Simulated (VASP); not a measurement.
# TaN (P-1) in VASP: notebook

Runs on TaN. Level: PBEsol. Tasks: electric field gradients.

Everything below comes from runs of VASP 6.6.1. Logs are shortened: lines on timing, memory, paths and dates and some standing lists are left out, and cuts for length are marked.

### 1 The cell of the first run

The typed cell holds 4 atoms: a = 3.048 Å, b = 3.074 Å, c = 4.918 Å, α = 90.41°, β = 91.14°, γ = 120.85°.

### 2 Electric field gradients, PBEsol (equal xy, yz and zx shear strains of -2 %)

Input file INCAR:

```
SYSTEM = TaN
PREC = Accurate ; ENCUT = 520
EDIFF = 1E-8 ; ISMEAR = -1
SIGMA = 0.01 ; LREAL = .False.
LASPH = .True. ; NELM = 80
ALGO = Normal ; ISIF = 2
LWAVE = .False. ; LCHARG = .False.
GGA = PS ; LEFG = .True.
NBANDS = 24
```

Input file KPOINTS:

```
Automatic mesh
0
Gamma
  11 11 6
  0 0 0
```

Input file POSCAR:

```
TaN
1.0
    3.0480019786     -0.0304800198     -0.0304800198
   -1.5503974607      2.6548871541     -0.0111564616
   -0.0491800000     -0.0491800000      4.9180000000
Ta N
2 2
Direct
    0.0000000000      0.0000000000      0.0000000000
    0.0000000000      0.0000000000      0.5000000000
    0.3333333333      0.6666666667      0.2500000000
    0.6666666667      0.3333333333      0.7500000000
```

Potentials or basis: VASP PAW PBE potentials, release 64 (Ta_pv, N).

Launch:

```bash
cat potpaw_PBE.64/Ta_pv/POTCAR potpaw_PBE.64/N/POTCAR > POTCAR
mpirun -np 1 vasp_std > vasp.out
```

OUTCAR:

```text
SYSTEM = TaN
   PREC = Accurate
   ENCUT = 520
   EDIFF = 1E-8
   ISMEAR = -1
   LREAL = .False.
   LASPH = .True.
   NELM = 80
   ISIF = 2
   GGA = PS

 ion  position               nearest neighbor table
   1  0.000  0.000  0.000-   3 2.13   4 2.13   4 2.15   3 2.15   4 2.16   3 2.16   2 2.46   2 2.46

   2  0.000  0.000  0.500-   4 2.11   3 2.11   4 2.17   3 2.17   4 2.17   3 2.17   1 2.46   1 2.46

   3  0.333  0.667  0.250-   2 2.11   1 2.13   1 2.15   1 2.16   2 2.17   2 2.17
   4  0.667  0.333  0.750-   2 2.11   1 2.13   1 2.15   1 2.16   2 2.17   2 2.17

  LATTYP: Found a triclinic cell.
 ALAT       =     3.0219307893
 B/A-ratio  =     1.0087281861
 C/A-ratio  =     1.6275990810
 COS(alpha) =     0.0198960208
 COS(beta)  =     0.0274156886
 COS(gamma) =     0.4869832430

  Lattice vectors:

 A1 = (   1.4976045179,   2.6244071343,  -0.0416364814)
 A2 = (   3.0480019786,  -0.0304800198,  -0.0304800198)
 A3 = (   0.0491800000,   0.0491800000,  -4.9180000000)

Analysis of symmetry for initial positions (statically):
=====================================================================
 Subroutine PRICEL returns:
 Original cell was already a primitive cell.

 Routine SETGRP: Setting up the symmetry group for a
 triclinic supercell.

 Subroutine GETGRP returns: Found  2 space group operations
 (whereof  2 operations were pure point group operations)
 out of a pool of  2 trial point group operations.

The static configuration has the point symmetry S_2 .

Analysis of symmetry for dynamics (positions and initial velocities):
=====================================================================
 Subroutine PRICEL returns:
 Original cell was already a primitive cell.

 Routine SETGRP: Setting up the symmetry group for a
 triclinic supercell.

 Subroutine GETGRP returns: Found  2 space group operations
 (whereof  2 operations were pure point group operations)
 out of a pool of  2 trial point group operations.

The dynamic configuration has the point symmetry S_2 .

[... 143 lines left out ...]
  ext. energy  EPLUGINS =         0.00000000
  ---------------------------------------------------
  free energy    TOTEN  =       -44.27545855 eV

  energy without entropy =      -44.27509598  energy(sigma->0) =      -44.27527727

 E-fermi :   9.7245     XC(G=0): -13.9058

 val. band max:        9.7199050972   @ k =   0.0000   0.0909   0.5000
 cond. band min:       9.7271136854   @ k =  -0.0000   0.1818  -0.0000
 fundamental gap:      0.0072085883
 Fermi energy:         9.7244707641

 k-point     1 :       0.0000    0.0000    0.0000
  band No.  band energies     occupation
      1     -27.4080      2.00000
      2     -25.5523      2.00000
      3     -25.5243      2.00000
      4     -25.1734      2.00000
      5     -25.1460      2.00000
      6     -24.3511      2.00000
[... 637 lines left out ...]
     23      16.1574      0.00000
     24      17.4804      0.00000

 [... further k-points ...]

------------------------ aborting loop because EDIFF is reached ----------------------------------------

  FORCE on cell =-STRESS in cart. coord.  units (eV):
  Direction    XX          YY          ZZ          XY          YZ          ZX
  --------------------------------------------------------------------------------------
  -------------------------------------------------------------------------------------
  Total        5.7973522      5.7014903     25.9212626      1.0038764      1.3221631      1.3211094
  in kB      234.8128169    230.9300781   1049.9007993     40.6604656     53.5521780     53.5094988
  external PRESSURE =     505.2145647 kB  Pullay stress =       0.0000000 kB

 VOLUME and BASIS-vectors are now :
 -----------------------------------------------------------------------------
  energy-cutoff  :      520.00
  volume of cell :       39.56
      direct lattice vectors                 reciprocal lattice vectors
     3.048001979 -0.030480020 -0.030480020     0.330063782  0.192772178  0.005228360
    -1.550397461  2.654887154 -0.011156462     0.003827425  0.378915062  0.003827425
    -0.049180000 -0.049180000  4.918000000     0.002054301  0.002054301  0.203375775

 POSITION                                       TOTAL-FORCE (eV/Angst)
 -----------------------------------------------------------------------------------
      0.00000      0.00000      0.00000         0.000000     -0.000000      0.000000
     -0.02459     -0.02459      2.45900         0.000000      0.000000      0.000000
     -0.02989      1.74747      1.21190        -0.402745     -0.005902     -0.026581
      1.47832      0.82776      3.66446         0.402745      0.005902      0.026581
 -----------------------------------------------------------------------------------
    total drift:                               -0.000000      0.000000      0.000000

  FREE ENERGIE OF THE ION-ELECTRON SYSTEM (eV)
  ---------------------------------------------------
  free  energy   TOTEN  =       -44.2754585546 eV

  energy  without entropy=      -44.2750959811  energy(sigma->0) =      -44.27527727

 Electric field gradients (V/A^2)
---------------------------------------------------------------------
 ion       V_xx      V_yy      V_zz      V_xy      V_xz      V_yz
---------------------------------------------------------------------
   1     123.512    49.218  -172.729    18.540     5.178   -36.371
   2      47.883   124.756  -172.639   -56.773   -79.513   -37.290
   3      -3.071    -3.088     6.159    -2.243    -4.072    -4.095
   4      -3.071    -3.088     6.159    -2.243    -4.072    -4.095
---------------------------------------------------------------------

 Electric field gradients after diagonalization (V/A^2)
 (convention: |V_zz| > |V_xx| > |V_yy|)
----------------------------------------------------------------------
 ion       V_xx      V_yy      V_zz     asymmetry (V_yy - V_xx)/ V_zz
----------------------------------------------------------------------
   1     127.919    50.833  -178.752       0.431
   2     154.948    51.985  -206.934       0.498
   3      -7.725    -0.836     8.561       0.805
   4      -7.725    -0.836     8.561       0.805
----------------------------------------------------------------------

           NMR quadrupolar parameters

 Cq : quadrupolar parameter    Cq=e*Q*V_zz/h
 eta: asymmetry parameters     (V_yy - V_xx)/ V_zz
 Q  : nuclear electric quadrupole moment in mb (millibarn)
----------------------------------------------------------------------
 ion       Cq(MHz)       eta       Q (mb)
----------------------------------------------------------------------
   1      -0.432       0.431       1.000
   2      -0.500       0.498       1.000
   3       0.021       0.805       1.000
   4       0.021       0.805       1.000
----------------------------------------------------------------------
```

OSZICAR:

```text
N       E                     dE             d eps       ncg     rms          rms(c)
DAV:   1     0.271196536244E+03    0.27120E+03   -0.17343E+04 17472   0.142E+03
DAV:   2    -0.355729720690E+02   -0.30677E+03   -0.29265E+03 20680   0.417E+02
DAV:   3    -0.490217346853E+02   -0.13449E+02   -0.13221E+02 22128   0.850E+01
DAV:   4    -0.491753649022E+02   -0.15363E+00   -0.15323E+00 19504   0.931E+00
DAV:   5    -0.491774087391E+02   -0.20438E-02   -0.20429E-02 22616   0.874E-01    0.412E+01
DAV:   6    -0.444978963695E+02    0.46795E+01   -0.17036E+01 21112   0.291E+01    0.188E+01
DAV:   7    -0.443303791882E+02    0.16752E+00   -0.96242E-01 19472   0.727E+00    0.108E+01
DAV:   8    -0.442811992127E+02    0.49180E-01   -0.12335E-01 21976   0.270E+00    0.131E+00
DAV:   9    -0.442757951127E+02    0.54041E-02   -0.16308E-02 21312   0.105E+00    0.379E-01
DAV:  10    -0.442755455174E+02    0.24960E-03   -0.18069E-03 21376   0.466E-01    0.256E-01
DAV:  11    -0.442754851826E+02    0.60335E-04   -0.59407E-04 21240   0.237E-01    0.575E-02
DAV:  12    -0.442754587265E+02    0.26456E-04   -0.60980E-05 20576   0.709E-02    0.125E-02
DAV:  13    -0.442754589129E+02   -0.18641E-06   -0.18648E-06 21064   0.109E-02    0.601E-03
DAV:  14    -0.442754586050E+02    0.30795E-06   -0.15509E-07 21752   0.264E-03    0.120E-03
DAV:  15    -0.442754585582E+02    0.46732E-07   -0.12835E-08 12096   0.103E-03    0.198E-04
DAV:  16    -0.442754585546E+02    0.36016E-08   -0.19344E-09 10128   0.315E-04
   1 F= -.44275459E+02 E0= -.44275277E+02  d E =-.362574E-03
```

stdout:

```text
POSCAR found type information on POSCAR TaN
 POSCAR found :  2 types and       4 ions
 scaLAPACK will be used
 -----------------------------------------------------------------------------
|                                                                             |
|                                                                             |
|     You enforced a specific xc type in the INCAR file but a different       |
|     I HOPE YOU KNOW WHAT YOU ARE DOING!                                     |
|                                                                             |
 -----------------------------------------------------------------------------

 LDA part: xc-table for (Slater+PW92), standard interpolation
 POSCAR, INCAR and KPOINTS ok, starting setup
 FFT: planning ... GRIDC
 FFT: planning ... GRID_SOFT
 FFT: planning ... GRID
 WAVECAR not read
 entering main loop
ion   1
     0.0000657     0.0175702     0.0923766     6.1797542    -0.5301650    -0.3512557
     0.0000905     0.0175702     0.0923766     6.1797542    -0.5301650    -0.3512557
     0.0001247     0.0175702     0.0923767     6.1797542    -0.5301650    -0.3512557
     0.0001717     0.0175702     0.0923767     6.1797543    -0.5301650    -0.3512557
[... 34 lines left out ...]
     0.0000281     2.1933232     4.1709576    -4.7180925     4.1500203    -0.0037650
     0.0000381     2.1933230     4.1709572    -4.7180920     4.1500199    -0.0037650
     0.0000517     2.1933226     4.1709565    -4.7180912     4.1500192    -0.0037650
     0.0000701     2.1933220     4.1709554    -4.7180898     4.1500181    -0.0037650
```

Run time: 12 min. Hardware: 1 thread of Oxide Virtual Turin-like, shared host; peak memory 0.36 GiB.

Results:

* Free energy: -44.2755 eV
* Pressure: 50.5 GPa
* Largest force: 0.404 eV/Å
* Band gap on the k mesh: zero (bands 16 and 17 overlap by 2.58 eV)
* Largest electric field gradient by atom: Ta -178.8, -206.9; N +8.6 V/Å²

Forces on the atoms (eV/Å):
```
Ta   0.000  0.000  0.000
Ta   0.000  0.000  0.000
N   -0.403 -0.006 -0.027
N    0.403  0.006  0.027
```

Electric field gradients, principal values (V/Å²):
```tsv
atom	least	middle	greatest (by size)
1 Ta	50.833	127.919	-178.752
2 Ta	51.985	154.948	-206.934
3 N	-0.836	-7.725	8.561
4 N	-0.836	-7.725	8.561
```

Caveat: the cell differs from its parent crystal (equal xy, yz and zx shear strains of -2 %); the stress differs along the axes, from 23 to 105 GPa; without QUAD_EFG the Cq values of the log hold for a quadrupole moment of 1 mb, not for the nuclei; the PAW data sets were made with another functional, which shifts forces and pressure a little; spin-orbit coupling is left out, which moves the levels of the heavy elements.

### 3 Electric field gradients, PBEsol (equal xy, yz and zx shear strains of -1 %)

Input file INCAR:

```
PREC = Accurate ; ENCUT = 520
EDIFF = 1E-8 ; ISMEAR = -1
SIGMA = 0.01 ; LREAL = F
LASPH = T ; NELM = 80
ALGO = Normal ; ISIF = 2
LWAVE = F ; LCHARG = F
GGA = PS ; LEFG = T
NBANDS = 24
```

Input file KPOINTS:

```
Automatic mesh
0
Gamma
  11 11 6
```

Input file POSCAR:

```
TaN
1.0
    3.0480019786     -0.0152400099     -0.0152400099
   -1.5371992250      2.6472671492     -0.0055782308
   -0.0245900000     -0.0245900000      4.9180000000
Ta N
2 2
Direct
    0.0000000000      0.0000000000      0.0000000000
    0.0000000000      0.0000000000      0.5000000000
    0.3333333333      0.6666666667      0.2500000000
    0.6666666667      0.3333333333      0.7500000000
```

Potentials or basis: VASP PAW PBE potentials, release 64 (Ta_pv, N).

Launch:

```bash
cat potpaw_PBE.64/Ta_pv/POTCAR potpaw_PBE.64/N/POTCAR > POTCAR
mpirun -np 1 vasp_std > vasp.out
```

OUTCAR:

```text
PREC = Accurate
   ENCUT = 520
   EDIFF = 1E-8
   ISMEAR = -1
   LREAL = F
   LASPH = T
   NELM = 80
   ISIF = 2
   GGA = PS

 ion  position               nearest neighbor table
   1  0.000  0.000  0.000-   3 2.14   4 2.14   4 2.15   3 2.15   4 2.15   3 2.15   2 2.46   2 2.46

   2  0.000  0.000  0.500-   4 2.13   3 2.13   4 2.16   3 2.16   4 2.16   3 2.16   1 2.46   1 2.46

   3  0.333  0.667  0.250-   2 2.13   1 2.14   1 2.15   1 2.15   2 2.16   2 2.16
   4  0.667  0.333  0.750-   2 2.13   1 2.14   1 2.15   1 2.15   2 2.16   2 2.16

  LATTYP: Found a triclinic cell.
 ALAT       =     3.0348847130
 B/A-ratio  =     1.0043472705
 C/A-ratio  =     1.6205304035
[... 880 lines left out ...]
 ion       V_xx      V_yy      V_zz      V_xy      V_xz      V_yz
---------------------------------------------------------------------
   1     104.217    67.165  -171.382     9.918     3.005   -17.973
   2      66.515   104.415  -170.930   -27.634   -39.296   -17.945
   3      -3.106    -3.079     6.185    -1.033    -2.048    -2.045
   4      -3.106    -3.079     6.185    -1.033    -2.048    -2.045
---------------------------------------------------------------------

 Electric field gradients after diagonalization (V/A^2)
 (convention: |V_zz| > |V_xx| > |V_yy|)
----------------------------------------------------------------------
 ion       V_xx      V_yy      V_zz     asymmetry (V_yy - V_xx)/ V_zz
----------------------------------------------------------------------
   1     106.712    66.067  -172.779       0.235
   2     118.995    60.009  -179.005       0.330
   3      -4.882    -2.060     6.942       0.407
   4      -4.882    -2.060     6.942       0.407
----------------------------------------------------------------------

           NMR quadrupolar parameters

 Cq : quadrupolar parameter    Cq=e*Q*V_zz/h
 eta: asymmetry parameters     (V_yy - V_xx)/ V_zz
 Q  : nuclear electric quadrupole moment in mb (millibarn)
----------------------------------------------------------------------
 ion       Cq(MHz)       eta       Q (mb)
----------------------------------------------------------------------
   1      -0.418       0.235       1.000
   2      -0.433       0.330       1.000
   3       0.017       0.407       1.000
   4       0.017       0.407       1.000
----------------------------------------------------------------------
```

stdout:

```text
POSCAR found type information on POSCAR TaN
 POSCAR found :  2 types and       4 ions
 scaLAPACK will be used
 -----------------------------------------------------------------------------
|                                                                             |
|                                                                             |
|     You enforced a specific xc type in the INCAR file but a different       |
|     I HOPE YOU KNOW WHAT YOU ARE DOING!                                     |
|                                                                             |
 -----------------------------------------------------------------------------

 LDA part: xc-table for (Slater+PW92), standard interpolation
 POSCAR, INCAR and KPOINTS ok, starting setup
 FFT: planning ... GRIDC
 FFT: planning ... GRID_SOFT
 FFT: planning ... GRID
 WAVECAR not read
 entering main loop
ion   1
     0.0000657    -0.0254023     0.0236757     6.1510924    -0.3220513    -0.1837390
     0.0000905    -0.0254023     0.0236757     6.1510924    -0.3220513    -0.1837390
     0.0001247    -0.0254023     0.0236757     6.1510925    -0.3220513    -0.1837390
     0.0001717    -0.0254023     0.0236757     6.1510925    -0.3220513    -0.1837390
[... 34 lines left out ...]
     0.0000281     1.0114780     2.0793738    -4.7392083     2.0818398     0.0146405
     0.0000381     1.0114779     2.0793736    -4.7392078     2.0818396     0.0146405
     0.0000517     1.0114777     2.0793732    -4.7392070     2.0818392     0.0146405
     0.0000701     1.0114774     2.0793727    -4.7392056     2.0818387     0.0146405
```

It took 12 min on 1 thread of Oxide Virtual Turin-like, shared host; peak memory 0.36 GiB.

What came out:

- Free energy: -44.3053 eV
- Pressure: 50.1 GPa
- Largest force: 0.200 eV/Å
- Band gap on the k mesh: zero (bands 16 and 17 overlap by 2.62 eV)
- Largest electric field gradient by atom: Ta -172.8, -179.0; N +6.9 V/Å²

Forces in eV/Å, atoms in the order of the input:
```
Ta   0.000  0.000  0.000
Ta   0.000  0.000  0.000
N   -0.200  0.002 -0.006
N    0.200 -0.002  0.006
```

Stress tensor (GPa, compression positive):
```
 22.83   1.79   2.56
  1.79  22.83   2.52
  2.56   2.52 104.66
```

Electric field gradients, principal values (V/Å²):
```tsv
atom	least	middle	greatest (by size)
1 Ta	66.067	106.712	-172.779
2 Ta	60.009	118.995	-179.005
3 N	-2.060	-4.882	6.942
4 N	-2.060	-4.882	6.942
```

Caveat: the cell differs from its parent crystal (equal xy, yz and zx shear strains of -1 %); the stress differs along the axes, from 23 to 105 GPa; without QUAD_EFG the Cq values of the log hold for a quadrupole moment of 1 mb, not for the nuclei; the PAW data sets were made with another functional, which shifts forces and pressure a little; spin-orbit coupling is left out, which moves the levels of the heavy elements.
